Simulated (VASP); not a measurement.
Input of a VASP 6.6.1 run:

File INCAR:

```
SYSTEM = GdN
ALGO = Normal
EDIFF = 1E-6
ENCUT = 520
GGA = PE
ISIF = 2
ISMEAR = -1
ISPIN = 2
LASPH = .TRUE.
LCHARG = .FALSE.
LMAXMIX = 6
LORBIT = 11
LREAL = .FALSE.
LWAVE = .FALSE.
MAGMOM = 7 0
NBANDS = 22
NELM = 150
PREC = Accurate
SIGMA = 0.05
```

The input KPOINTS:

```
k-points
0
G
  13 13 13
  0 0 0
```

File POSCAR:

```
GdN
1.0
    0.0000000000      2.4742507990      2.4742507990
    2.4742507990      0.0000000000      2.4742507990
    2.4742507990      2.4742507990      0.0000000000
Gd N
1 1
Direct
    0.0000000000      0.0000000000      0.0000000000
    0.5000000000      0.5000000000      0.5000000000
```

Potentials or basis: VASP PAW PBE potentials, release 64 (Gd, N).

Launch:

```bash
$ cat potpaw_PBE.64/Gd/POTCAR potpaw_PBE.64/N/POTCAR > POTCAR
$ mpirun -np 1 vasp_std > vasp.out
```

(1) Estimate the pressure.

(2) Predict the band gap on the k mesh.

(3) Estimate the net moment.

## Answers

(1) 3.3 GPa.

(2) zero (filled and empty bands overlap).

(3) 7.00 μB per cell.

Caveat: the cell stands under pressure; spin-orbit coupling is left out, which moves the levels of the heavy elements; a cell with one magnetic atom can't hold antiferromagnetic order, which such compounds often take; semilocal functionals describe open f shells poorly, which spoils levels, moments and volumes.
